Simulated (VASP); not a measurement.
# Ba (Im-3m) in VASP: a series of runs

The runs below take Ba through single point, with PBEsol.

All numbers are computed with VASP 6.6.1; they aren't measurements. Logs are shortened: lines on timing, memory, paths and dates and some standing lists are left out, and cuts for length are marked.

### Step 1. The cell of the first run

It takes space group Im-3m (No. 229, cubic). Conventional cell: a = 4.600 Å, b = 4.600 Å, c = 4.600 Å, α = 90.00°, β = 90.00°, γ = 90.00°. Ba (site symmetry m-3m) has 14 Ba at 3.98 to 4.60 Å within 5.2 Å.

### Step 2. Single point, PBEsol (strain -0.080 along x and y, -0.080 along z)

INCAR reads:

```
SYSTEM = Ba
  PREC = Accurate
  ENCUT = 520
  EDIFF = 1E-6
  ISMEAR = 0
  SIGMA = 0.15
  LREAL = .FALSE.
  LASPH = .TRUE.
  NELM = 100
  ALGO = Normal
  ISIF = 2
  LWAVE = .FALSE.
  LCHARG = .TRUE.
  GGA = PS
  LELF = .TRUE.
  LVHAR = .TRUE.
  NBANDS = 11
```

KPOINTS reads:

```
regular mesh
0
G
  14 14 14
  0 0 0
```

POSCAR reads:

```
Ba
1.0
   -2.3000000000      2.3000000000      2.3000000000
    2.3000000000     -2.3000000000      2.3000000000
    2.3000000000      2.3000000000     -2.3000000000
Ba
1
Direct
    0.0000000000      0.0000000000      0.0000000000
```

Potentials or basis: VASP PAW PBE potentials, release 64 (Ba_sv).

Command:

```
$ cat potpaw_PBE.64/Ba_sv/POTCAR > POTCAR
$ mpirun -np 1 vasp_std > vasp.out
```

OUTCAR:

```text
SYSTEM = Ba
   PREC = Accurate
   ENCUT = 520
   EDIFF = 1E-6
   ISMEAR = 0
   LREAL = .FALSE.
   LASPH = .TRUE.
   NELM = 100
   ISIF = 2
   GGA = PS

 ion  position               nearest neighbor table
   1  0.000  0.000  0.000-

  LATTYP: Found a body centered cubic cell.
 ALAT       =     4.6000000000

  Lattice vectors:

 A1 = (  -2.3000000000,   2.3000000000,   2.3000000000)
 A2 = (   2.3000000000,  -2.3000000000,   2.3000000000)
 A3 = (   2.3000000000,   2.3000000000,  -2.3000000000)

Analysis of symmetry for initial positions (statically):
=====================================================================
 Subroutine PRICEL returns:
 Original cell was already a primitive cell.

 Routine SETGRP: Setting up the symmetry group for a
 body centered cubic supercell.

 Subroutine GETGRP returns: Found 48 space group operations
 (whereof 48 operations were pure point group operations)
 out of a pool of 48 trial point group operations.

The static configuration has the point symmetry O_h .

Analysis of symmetry for dynamics (positions and initial velocities):
=====================================================================
 Subroutine PRICEL returns:
 Original cell was already a primitive cell.

 Routine SETGRP: Setting up the symmetry group for a
 body centered cubic supercell.

 Subroutine GETGRP returns: Found 48 space group operations
 (whereof 48 operations were pure point group operations)
 out of a pool of 48 trial point group operations.

The dynamic configuration has the point symmetry O_h .

 Subroutine INISYM returns: Found 48 space group operations
 (whereof 48 operations are pure point group operations),
 and found     1 'primitive' translations

----------------------------------------------------------------------------------------

                                     Primitive cell

  volume of cell :      48.6680

  direct lattice vectors                    reciprocal lattice vectors
    -2.300000000  2.300000000  2.300000000     0.000000000  0.217391304  0.217391304
     2.300000000 -2.300000000  2.300000000     0.217391304  0.000000000  0.217391304
     2.300000000  2.300000000 -2.300000000     0.217391304  0.217391304  0.000000000

  length of vectors
     3.983716857  3.983716857  3.983716857     0.307437731  0.307437731  0.307437731

  position of ions in fractional coordinates (direct lattice)
     0.000000000  0.000000000  0.000000000

  ion indices of the primitive-cell ions
   primitive index   ion index
                 1           1

----------------------------------------------------------------------------------------

 KPOINTS: regular mesh

Automatic generation of k-mesh.
 Grid dimensions read from file:
 generate k-points for:   14   14   14

 Generating k-lattice:

  Cartesian coordinates                     Fractional coordinates (reciprocal lattice)
     0.000000000  0.015527950  0.015527950     0.071428571  0.000000000  0.000000000
     0.015527950  0.000000000  0.015527950     0.000000000  0.071428571  0.000000000
     0.015527950  0.015527950  0.000000000     0.000000000  0.000000000  0.071428571

  Length of vectors
     0.021959838  0.021959838  0.021959838

  Shift w.r.t. Gamma in fractional coordinates (k-lattice)
     0.000000000  0.000000000  0.000000000

 Subroutine IBZKPT returns following result:
 ===========================================

 Found    104 irreducible k-points:

 Following reciprocal coordinates:
            Coordinates               Weight
  0.000000  0.000000  0.000000      1.000000
  0.071429  0.000000  0.000000     12.000000
  0.142857  0.000000  0.000000     12.000000
  0.214286  0.000000  0.000000     12.000000
  0.285714  0.000000  0.000000     12.000000
  0.357143  0.000000  0.000000     12.000000
[... 16 lines left out ...]
  0.285714  0.285714  0.000000     24.000000
  0.357143  0.285714  0.000000     24.000000
 [... further k-points ...]
   k-points           NKPTS =    104   k-points in BZ     NKDIM =    104   number of bands    NBANDS=     11
   number of dos      NEDOS =    301   number of ions     NIONS =      1
   total plane-waves  NPLWV =  27000
   dimension x,y,z NGX =    30 NGY =   30 NGZ =   30
   dimension x,y,z NGXF=    60 NGYF=   60 NGZF=   60
   ions per type =               1
   NGX,Y,Z   is equivalent  to a cutoff of  12.52, 12.52, 12.52 a.u.
   NGXF,Y,Z  is equivalent  to a cutoff of  25.04, 25.04, 25.04 a.u.
 SYSTEM =  Ba
   PREC   = accura    normal or accurate (medium, high low for compatibility)
   ISTART =      0    job   : 0-new  1-cont  2-samecut
   ICHARG =      2    charge: 1-file 2-atom 10-const
   ISPIN  =      1    spin polarized calculation?
   LNONCOLLINEAR =      F non collinear calculations
   LSORBIT =      F    spin-orbit coupling
   LASPH  =      T    aspherical Exc in radial PAW
   ENCUT  =  520.0 eV  38.22 Ry    6.18 a.u.   7.41  7.41  7.41*2*pi/ulx,y,z
   NELM   =    100;   NELMIN=  2; NELMDL= -5     # of ELM steps
   EDIFF  = 0.1E-05   stopping-criterion for ELM
   LREAL  =      F    real-space projection
   EDIFFG = 0.1E-04   stopping-criterion for IOM
   NSW    =      0    number of steps for IOM
   IBRION =     -1    ionic relax: 0-MD 1-quasi-New 2-CG
   NFREE  =      0    steps in history (QN), initial steepest desc. (CG)
   ISIF   =      2    stress and relaxation
   ISYM   =      2    0-nonsym 1-usesym 2-fastsym
   POTIM  = 0.5000    time-step for ionic-motion
   TEBEG  =    0.0;   TEEND  =   0.0 temperature during run
   PSTRESS=    0.0 pullay stress
   NELECT =      10.0000    total number of electrons
   NUPDOWN=      -1.0000    fix difference up-down
   EMIN   =  10.00;   EMAX   =-10.00  energy-range for DOS
   EFERMI =   0.00;   METHOD = LEGACY
   ISMEAR =     0;   SIGMA  =   0.15  broadening in eV -4-tet -1-fermi 0-gaus
   EFERMI_NEDOS =   21; number of points for ismear=-14 and -15
   IALGO  =     38    algorithm
   IMIX   =      4    mixing-type and parameters
     AMIX     =   0.40;   BMIX     =  1.00
     AMIX_MAG =   1.60;   BMIX_MAG =  1.00
  volume/ion in A,a.u.               =      48.67       328.43
  Fermi-wavevector in a.u.,A,eV,Ry     =   0.966037  1.825545 12.697325  0.933227
  Thomas-Fermi vector in A             =   2.095804
   LORBIT       =      0    0 simple, 1 ext, 2 COOP (PROOUT), +10 PAW based schemes
   GGA     = PS    functional components
   LHFCALC =     F    Hartree Fock is set to
   AEXX    =    0.0000 exact exchange contribution
   IVDW    =     0    specifies the selected vdW correction
   LEPSILON=     F    determine dielectric tensor
   LRPA    =     F    only Hartree local field effects (RPA)
 non-spin polarized calculation
 Gauss-broadening in eV      SIGMA  =   0.15
  energy-cutoff  :      520.00
  volume of cell :       48.67
 maximum number of plane-waves:      1326
 NGX is ok and might be reduce to    30
   NGX = 15   NGY = 15   NGZ = 15

 number of electron      10.0000000 magnetization

 Free energy of the ion-electron system (eV)
  ---------------------------------------------------
  ext. energy  EPLUGINS =         0.00000000
  ---------------------------------------------------
  free energy    TOTEN  =        -2.09269495 eV

  energy without entropy =       -2.07883810  energy(sigma->0) =       -2.08576652

 E-fermi :   2.4616     XC(G=0):  -8.3980

 val. band max:        2.4606905604   @ k =  -0.3571   0.5000   0.2143
 cond. band min:       2.4797773148   @ k =  -0.4286  -0.4286   0.2143
 fundamental gap:      0.0190867544
 Fermi energy:         2.4616257851

 k-point     1 :       0.0000    0.0000    0.0000
  band No.  band energies     occupation
      1     -26.0182      2.00000
      2     -10.7091      2.00000
      3     -10.7091      2.00000
      4     -10.7091      2.00000
      5      -0.3415      2.00000
      6       4.5616      0.00000
      7       4.5616      0.00000
      8       4.5616      0.00000
      9       6.3907      0.00000
     10       6.3907      0.00000
     11      10.1753      0.00000

 k-point     2 :       0.0714    0.0000    0.0000
  band No.  band energies     occupation
      1     -26.0119      2.00000
      2     -10.7668      2.00000
      3     -10.7256      2.00000
      4     -10.7098      2.00000
      5      -0.2074      2.00000
      6       4.4515      0.00000
      7       4.5109      0.00000
      8       4.6956      0.00000
      9       6.1871      0.00000
     10       6.3736      0.00000
     11      10.3357      0.00000

 k-point     3 :       0.1429    0.0000    0.0000
  band No.  band energies     occupation
      1     -25.9941      2.00000
      2     -10.9236      2.00000
      3     -10.7712      2.00000
      4     -10.7117      2.00000
      5       0.1634      2.00000
      6       4.1764      0.00000
      7       4.2964      0.00000
      8       5.0917      0.00000
      9       5.9458      0.00000
     10       6.3520      0.00000
     11      10.7357      0.00000

 k-point     4 :       0.2143    0.0000    0.0000
  band No.  band energies     occupation
      1     -25.9683      2.00000
      2     -11.1388      2.00000
      3     -10.8359      2.00000
      4     -10.7146      2.00000
      5       0.6725      2.00000
      6       3.8405      0.00000
      7       3.9592      0.00000
      8       5.7329      0.00000
      9       5.9896      0.00000
     10       6.3832      0.00000
     11      11.0454      0.00000
[... 239 lines left out ...]
 k-point    22 :       0.3571    0.2143    0.0000
  band No.  band energies     occupation
      1     -25.8783      2.00000
      2     -11.5904      2.00000
      3     -11.2003      2.00000
      4     -10.8226      2.00000
      5       2.1303      1.99821
      6       3.1333      0.00000
      7       3.8484      0.00000
      8       6.2943      0.00000
      9       7.2158      0.00000
     10       9.4625      0.00000
     11      10.0015      0.00000

 k-point    23 :       0.2857    0.2857    0.0000
  band No.  band energies     occupation
      1     -25.8768      2.00000
      2     -11.5351      2.00000
      3     -11.2655      2.00000
      4     -10.8336      2.00000
      5       2.3771      1.57461
      6       3.0896      0.00000
      7       3.6289      0.00000
      8       6.4535      0.00000
      9       7.0151      0.00000
     10       9.2827      0.00000
     11      10.1342      0.00000

 k-point    24 :       0.3571    0.2857    0.0000
  band No.  band energies     occupation
      1     -25.8727      2.00000
      2     -11.4972      2.00000
      3     -11.3414      2.00000
      4     -10.8388      2.00000
      5       2.4445      1.12801
      6       3.1957      0.00000
      7       3.5230      0.00000
      8       6.6138      0.00000
      9       7.0405      0.00000
     10       8.9148      0.00000
     11      10.6069      0.00000

 [... further k-points ...]
[... 5 lines left out ...]
  --------------------------------------------------------------------------------------
  -------------------------------------------------------------------------------------
  Total        0.6925950      0.6925950      0.6925950     -0.0000000      0.0000000     -0.0000000
  in kB       22.8006084     22.8006084     22.8006084     -0.0000000      0.0000000     -0.0000000
  external PRESSURE =      22.8006084 kB  Pullay stress =       0.0000000 kB

 VOLUME and BASIS-vectors are now :
 -----------------------------------------------------------------------------
  energy-cutoff  :      520.00
  volume of cell :       48.67
      direct lattice vectors                 reciprocal lattice vectors
    -2.300000000  2.300000000  2.300000000     0.000000000  0.217391304  0.217391304
     2.300000000 -2.300000000  2.300000000     0.217391304  0.000000000  0.217391304
     2.300000000  2.300000000 -2.300000000     0.217391304  0.217391304  0.000000000

 POSITION                                       TOTAL-FORCE (eV/Angst)
 -----------------------------------------------------------------------------------
      0.00000      0.00000      0.00000         0.000000      0.000000     -0.000000
 -----------------------------------------------------------------------------------
    total drift:                               -0.000000     -0.000000      0.000000

  FREE ENERGIE OF THE ION-ELECTRON SYSTEM (eV)
  ---------------------------------------------------
  free  energy   TOTEN  =        -2.0926949490 eV

  energy  without entropy=       -2.0788380984  energy(sigma->0) =       -2.08576652
```

It took 58 s on 1 thread of Intel Xeon 8259CL, shared host; peak memory 0.2 GiB.

What came out:

* Free energy: -2.0927 eV
* Pressure: 2.3 GPa
* Band gap on the k mesh: zero (bands 5 and 6 overlap by 1.65 eV)

Caveat: the cell differs from its parent crystal (strain -0.080 along x and y, -0.080 along z); the PAW data sets were made with another functional, which shifts forces and pressure a little; spin-orbit coupling is left out, which moves the levels of the heavy elements.

### Step 3. Single point, PBEsol (strain -0.040 along x and y, -0.040 along z)

INCAR reads:

```
  PREC = Accurate
  ENCUT = 520
  EDIFF = 1E-6
  ISMEAR = 0
  SIGMA = 0.15
  LREAL = F
  LASPH = T
  NELM = 80
  ALGO = Normal
  ISIF = 2
  LWAVE = F
  LCHARG = T
  GGA = PS
  LELF = T
  LVHAR = T
  NBANDS = 11
```

KPOINTS reads:

```
Automatic mesh
0
Gamma
  14 14 14
```

POSCAR reads:

```
Ba
1.0
   -2.4000000000      2.4000000000      2.4000000000
    2.4000000000     -2.4000000000      2.4000000000
    2.4000000000      2.4000000000     -2.4000000000
Ba
1
Direct
    0.0000000000      0.0000000000      0.0000000000
```

Potentials or basis: VASP PAW PBE potentials, release 64 (Ba_sv).

Command:

```
$ cat potpaw_PBE.64/Ba_sv/POTCAR > POTCAR
$ mpirun -np 1 vasp_std > vasp.out
```

Wall time 43 s (1 thread of Intel Xeon 8259CL, shared host); peak memory 0.21 GiB.

Results (log left out):

| Property | Result |
| --- | --- |
| Free energy | -2.1497 eV |
| Pressure | 0.6 GPa |
| Band gap on the k mesh | zero (bands 5 and 6 overlap by 1.29 eV) |

Levels at points of the mesh, in eV from the Fermi level:
| k point | band 2 | band 3 | band 4 | band 5 | band 6 | band 7 | band 8 | band 9 |
| --- | --- | --- | --- | --- | --- | --- | --- | --- |
| (0.00, 0.00, 0.00) | -13.47 | -13.47 | -13.47 | -2.81 | 1.97 | 1.97 | 1.97 | 3.59 |
| (0.50, 0.00, 0.00) | -14.18 | -13.70 | -13.48 | -0.99 | 0.66 | 1.72 | 3.60 | 4.26 |
| (0.50, 0.50, 0.50) | -13.95 | -13.95 | -13.95 | -0.73 | -0.73 | 5.03 | 5.03 | 5.03 |

Caveat: the cell differs from its parent crystal (strain -0.040 along x and y, -0.040 along z); the PAW data sets were made with another functional, which shifts forces and pressure a little; spin-orbit coupling is left out, which moves the levels of the heavy elements.

### Step 4. Single point, PBEsol (strain +0.040 along x and y, +0.040 along z)

INCAR reads:

```
SYSTEM = Ba
ALGO     = Normal         ! electronic algorithm
EDIFF    = 1E-6           ! SCF threshold, eV
ENCUT    = 520            ! plane-wave cutoff, eV
GGA      = PS             ! functional
ISIF     = 2              ! what is computed and relaxed
ISMEAR   = 0              ! smearing method
LASPH    = .TRUE.         ! aspherical terms in the spheres
LCHARG   = .FALSE.        ! write CHGCAR
LREAL    = .FALSE.        ! projectors in reciprocal space
LWAVE    = .FALSE.        ! write WAVECAR
NBANDS   = 11             ! bands
NELM     = 80             ! most SCF steps
PREC     = Accurate       ! precision mode
SIGMA    = 0.15           ! smearing width, eV
```

KPOINTS reads:

```
k-points
0
G
  14 14 14
  0 0 0
```

POSCAR reads:

```
Ba
1.0
   -2.6000000000      2.6000000000      2.6000000000
    2.6000000000     -2.6000000000      2.6000000000
    2.6000000000      2.6000000000     -2.6000000000
Ba
1
Direct
    0.0000000000      0.0000000000      0.0000000000
```

Command:

```
$ cat potpaw_PBE.64/Ba_sv/POTCAR > POTCAR
$ mpirun -np 1 vasp_std > vasp.out
```

Run time: 90 s. Hardware: 1 thread of Intel Xeon 8259CL, shared host; peak memory 0.25 GiB.

Results (log left out):

| Property | Result |
| --- | --- |
| Free energy | -2.1023 eV |
| Pressure | -1.3 GPa |
| Band gap on the k mesh | zero (bands 5 and 6 overlap by 0.73 eV) |

Levels at points of the mesh, in eV from the Fermi level:
```csv
k point,band 3,band 4,band 5,band 6,band 7,band 8
"(0.00, 0.00, 0.00)",-14.04,-14.04,-2.70,1.68,1.68,1.68
"(0.50, 0.00, 0.00)",-14.15,-14.05,-0.85,0.68,0.96,2.88
"(0.50, 0.50, 0.50)",-14.27,-14.27,-0.40,-0.40,3.83,3.83
```

Caveat: the cell differs from its parent crystal (strain +0.040 along x and y, +0.040 along z); the PAW data sets were made with another functional, which shifts forces and pressure a little; spin-orbit coupling is left out, which moves the levels of the heavy elements.

### Step 5. Summary

| cell | gap on the mesh (eV) | pressure (GPa) |
| --- | --- | --- |
| a = 3.984 Å, angles 109.5°, 1 atom | none | 2.3 |
| a = 4.157 Å, angles 109.5°, 1 atom | none | 0.6 |
| a = 4.503 Å, angles 109.5°, 1 atom | none | -1.3 |

Alike in all rows: task single point; level PBEsol; potentials or basis VASP PAW PBE potentials, release 64 (Ba_sv); no spin polarisation; k mesh 14 × 14 × 14; cutoff (eV) 520; smearing gaussian 0.15 eV.

Caveats: the PAW data sets were made with another functional, which shifts forces and pressure a little; spin-orbit coupling is left out, which moves the levels of the heavy elements.

Absolute energies hang on the potentials; compare differences alone.
